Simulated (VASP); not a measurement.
# Re (P6_3/mmc) in VASP: a series of runs, part 2 of 2

VASP 6.6.1. Earlier steps stand in the parts before.

### Step 3. Single point, r2SCAN

This run uses another cell than the first one, of 13.49 Å³/atom.

Contents of POSCAR:

```
Re
1.0
    2.6806226516      0.0000000000      0.0000000000
   -1.3403113258      2.3214873143      0.0000000000
    0.0000000000      0.0000000000      4.3365902653
Re
2
Direct
    0.3333333333      0.6666666667      0.2500000000
    0.6666666667      0.3333333333      0.7500000000
```

Contents of INCAR.step1:

```
PREC = Accurate
ENCUT = 520
ISMEAR = -1
SIGMA = 0.1
LREAL = False
LASPH = True
NELM = 80
NBANDS = 14
GGA = PE
ALGO = Normal
EDIFF = 1E-4
LWAVE = True
LCHARG = False
```

Contents of INCAR.step2:

```
PREC = Accurate
ENCUT = 520
EDIFF = 1E-6
ISMEAR = -1
SIGMA = 0.1
LREAL = False
LASPH = True
NELM = 80
ALGO = Normal
ISIF = 2
LWAVE = False
LCHARG = True
METAGGA = R2SCAN
LMIXTAU = True
LELF = True
LVHAR = True
NBANDS = 14
ISTART = 1
```

Contents of KPOINTS:

```
regular mesh
0
Gamma
  11 11 6
```

Potentials or basis: VASP PAW PBE potentials, release 64 (Re).

The run is started by

```bash
$ cat potpaw_PBE.64/Re/POTCAR > POTCAR
$ cp INCAR.step1 INCAR
$ mpirun -np 1 vasp_std > vasp.out
$ cp INCAR.step2 INCAR
$ mpirun -np 1 vasp_std > vasp.out
```

OUTCAR:

```text
PREC = Accurate
   ENCUT = 520
   EDIFF = 1E-6
   ISMEAR = -1
   LREAL = False
   LASPH = True
   NELM = 80
   ISIF = 2
   METAGGA = R2SCAN
   ISTART = 1

 ion  position               nearest neighbor table
   1  0.333  0.667  0.250-   2 2.66   2 2.66   2 2.66   2 2.66   2 2.66   2 2.66
   2  0.667  0.333  0.750-   1 2.66   1 2.66   1 2.66   1 2.66   1 2.66   1 2.66

  LATTYP: Found a hexagonal cell.
 ALAT       =     2.6806226516
 C/A-ratio  =     1.6177548387

  Lattice vectors:

 A1 = (   2.6806226516,   0.0000000000,   0.0000000000)
 A2 = (  -1.3403113258,   2.3214873143,   0.0000000000)
 A3 = (   0.0000000000,   0.0000000000,   4.3365902653)

Analysis of symmetry for initial positions (statically):
=====================================================================
 Subroutine PRICEL returns:
 Original cell was already a primitive cell.

 Routine SETGRP: Setting up the symmetry group for a
 hexagonal supercell.

 Subroutine GETGRP returns: Found 24 space group operations
 (whereof 12 operations were pure point group operations)
 out of a pool of 24 trial point group operations.

The static configuration has the point symmetry D_3d.
 The point group associated with its full space group is D_6h.

Analysis of symmetry for dynamics (positions and initial velocities):
=====================================================================
 Subroutine PRICEL returns:
 Original cell was already a primitive cell.

 Routine SETGRP: Setting up the symmetry group for a
 hexagonal supercell.

 Subroutine GETGRP returns: Found 24 space group operations
 (whereof 12 operations were pure point group operations)
 out of a pool of 24 trial point group operations.

The dynamic configuration has the point symmetry D_3d.
 The point group associated with its full space group is D_6h.

 Subroutine INISYM returns: Found 24 space group operations
 (whereof 12 operations are pure point group operations),
 and found     1 'primitive' translations
[... 117 lines left out ...]
  Fermi-wavevector in a.u.,A,eV,Ry     =   1.315429  2.485800 23.542885  1.730353
  Thomas-Fermi vector in A             =   2.445612
   LORBIT       =      0    0 simple, 1 ext, 2 COOP (PROOUT), +10 PAW based schemes
   METAGGA = R2SCAN    functional components
   LHFCALC =     F    Hartree Fock is set to
   AEXX    =    0.0000 exact exchange contribution
   IVDW    =     0    specifies the selected vdW correction
   LEPSILON=     F    determine dielectric tensor
   LRPA    =     F    only Hartree local field effects (RPA)
 non-spin polarized calculation
  energy-cutoff  :      520.00
  volume of cell :       26.99
 maximum number of plane-waves:       752
 NGX is ok and might be reduce to    20
   NGX =  9   NGY =  9   NGZ = 17

 number of electron      14.0000000 magnetization

 Free energy of the ion-electron system (eV)
  ---------------------------------------------------
  ext. energy  EPLUGINS =         0.00000000
  ---------------------------------------------------
  free energy    TOTEN  =      -104.63408853 eV

  energy without entropy =     -104.58690604  energy(sigma->0) =     -104.61049729

 E-fermi :   8.8109     XC(G=0): -15.5322

 val. band max:        8.7686113172   @ k =   0.1818  -0.0000   0.1667
 cond. band min:       8.8256323586   @ k =   0.3636   0.0000   0.3333
 fundamental gap:      0.0570210414
 Fermi energy:         8.8109115645

 k-point     1 :       0.0000    0.0000    0.0000
  band No.  band energies     occupation
      1      -2.1538      2.00000
      2       1.1753      2.00000
      3       6.8817      2.00000
      4       6.9132      2.00000
      5       6.9132      2.00000
      6       7.9015      1.99978
      7       7.9015      1.99978
      8       9.0288      0.20341
      9       9.0288      0.20341
     10       9.5597      0.00112
     11      12.7379      0.00000
     12      12.7379      0.00000
     13      20.5667      0.00000
     14      23.7187      0.00000
[... 377 lines left out ...]
      1       0.4814      2.00000
      2       3.1211      2.00000
      3       4.6474      2.00000
      4       5.0025      2.00000
      5       6.4678      2.00000
      6       7.3046      2.00000
      7       8.0480      1.99903
      8       9.1178      0.08885
      9       9.9684      0.00002
     10      10.4281      0.00000
     11      13.2296      0.00000
     12      16.8119      0.00000
     13      21.6754      0.00000
     14      26.6262      0.00000

 [... further k-points ...]
[... 5 lines left out ...]
  --------------------------------------------------------------------------------------
  -------------------------------------------------------------------------------------
  Total        6.8952619      6.8952619      6.8908281     -0.0000000      0.0000000      0.0000000
  in kB      409.3652350    409.3652351    409.1020066     -0.0000000      0.0000000      0.0000000
  external PRESSURE =     409.2774922 kB  Pullay stress =       0.0000000 kB

 VOLUME and BASIS-vectors are now :
 -----------------------------------------------------------------------------
  energy-cutoff  :      520.00
  volume of cell :       26.99
      direct lattice vectors                 reciprocal lattice vectors
     2.680622652  0.000000000  0.000000000     0.373047657  0.215379165  0.000000000
    -1.340311326  2.321487314  0.000000000     0.000000000  0.430758331  0.000000000
     0.000000000  0.000000000  4.336590265     0.000000000  0.000000000  0.230595915

 POSITION                                       TOTAL-FORCE (eV/Angst)
 -----------------------------------------------------------------------------------
     -0.00000      1.54766      1.08415         0.000000      0.000000      0.000000
      1.34031      0.77383      3.25244        -0.000000     -0.000000      0.000000
 -----------------------------------------------------------------------------------
    total drift:                               -0.000000      0.000000     -0.000000

  FREE ENERGIE OF THE ION-ELECTRON SYSTEM (eV)
  ---------------------------------------------------
  free  energy   TOTEN  =      -104.6340885334 eV

  energy  without entropy=     -104.5869060383  energy(sigma->0) =     -104.61049729
```

OUTCAR.step1:

```text
PREC = Accurate
   ENCUT = 520
   ISMEAR = -1
   LREAL = False
   LASPH = True
[... 632 lines left out ...]
     -0.00000      1.54766      1.08415        -0.000000      0.000000      0.000000
      1.34031      0.77383      3.25244         0.000000      0.000000      0.000000
 -----------------------------------------------------------------------------------
    total drift:                               -0.000000      0.000000     -0.000000

  FREE ENERGIE OF THE ION-ELECTRON SYSTEM (eV)
  ---------------------------------------------------
  free  energy   TOTEN  =       -24.4843955061 eV

  energy  without entropy=      -24.4353981028  energy(sigma->0) =      -24.45989680
```

OSZICAR.step1:

```text
N       E                     dE             d eps       ncg     rms          rms(c)
DAV:   1     0.231353671326E+02    0.23135E+02   -0.69066E+03  3576   0.126E+03
DAV:   2    -0.247185559447E+02   -0.47854E+02   -0.42179E+02  2914   0.305E+02
DAV:   3    -0.257248031779E+02   -0.10062E+01   -0.98434E+00  2744   0.433E+01
DAV:   4    -0.257335743615E+02   -0.87712E-02   -0.87632E-02  2782   0.263E+00
DAV:   5    -0.257337340542E+02   -0.15969E-03   -0.15968E-03  2734   0.660E-01    0.504E+01
DAV:   6    -0.248507205314E+02    0.88301E+00   -0.51197E-01  3112   0.198E+01    0.233E+01
DAV:   7    -0.244938931599E+02    0.35683E+00   -0.47610E-01  3130   0.185E+01    0.386E-01
DAV:   8    -0.244853381571E+02    0.85550E-02   -0.59969E-03  2696   0.590E-01    0.150E-01
DAV:   9    -0.244843715996E+02    0.96656E-03   -0.27004E-04  2412   0.205E-01    0.656E-02
DAV:  10    -0.244843955061E+02   -0.23906E-04   -0.11486E-04  1458   0.278E-01
   1 F= -.24484396E+02 E0= -.24459897E+02  d E =-.489974E-01
```

Wall time 37 s (1 thread of AMD EPYC 9R45 (Zen 5), shared host); peak memory 0.12 GiB.

What came out:

| Quantity | Value |
| --- | --- |
| Free energy | -104.6341 eV |
| Pressure | 40.9 GPa |
| Band gap on the k mesh | zero (bands 7 and 8 overlap by 3.67 eV) |

Levels at points of the mesh, in eV from the Fermi level:
| k point | band 5 | band 6 | band 7 | band 8 | band 9 | band 10 |
| --- | --- | --- | --- | --- | --- | --- |
| (0.00, 0.00, 0.00) | -1.90 | -0.91 | -0.91 | 0.22 | 0.22 | 0.75 |
| (0.00, 0.00, 0.50) | -2.04 | -2.04 | -2.04 | -2.04 | 2.99 | 2.99 |

Caveat: the cell stands under pressure; the PAW data sets were made with another functional, which shifts forces and pressure a little; spin-orbit coupling is left out, which moves the levels of the heavy elements.

The gap in the log of VASP goes by the Fermi energy; the results here count the filled bands.